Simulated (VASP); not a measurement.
RbCl:

```xyz
2
Lattice="0.0000 3.3058 3.3058 3.3058 0.0000 3.3058 3.3058 3.3058 0.0000" Properties=species:S:1:pos:R:3 pbc="T T T"
Rb    0.0000    0.0000    0.0000
Cl    3.3058    3.3058    3.3058
```

Base run:

```yaml
Program: VASP 6.6.1
Functional: r2SCAN
Potentials_or_basis: VASP PAW PBE potentials, release 64 (Rb_sv, Cl)
Cutoff: 550 eV
k_mesh: 4 × 4 × 4
Occupations: gaussian, width 0.01 eV
Spin: no spin polarisation
```

Its results: band gap on the k mesh 5.56 eV, direct; pressure 0.0 GPa.

Q: The run is repeated on the same cell with these changes: functional from r2SCAN to PBE; cutoff from 550 eV to 500 eV. What comes out?

A: Band gap on the k mesh 4.95 eV, direct; pressure 0.6 GPa.

r2SCAN gives the wider gap, since meta-GGAs in the generalised Kohn-Sham scheme recover part of the derivative discontinuity.

Caveats: the PAW data sets were made with another functional, which shifts forces and pressure a little (some runs).

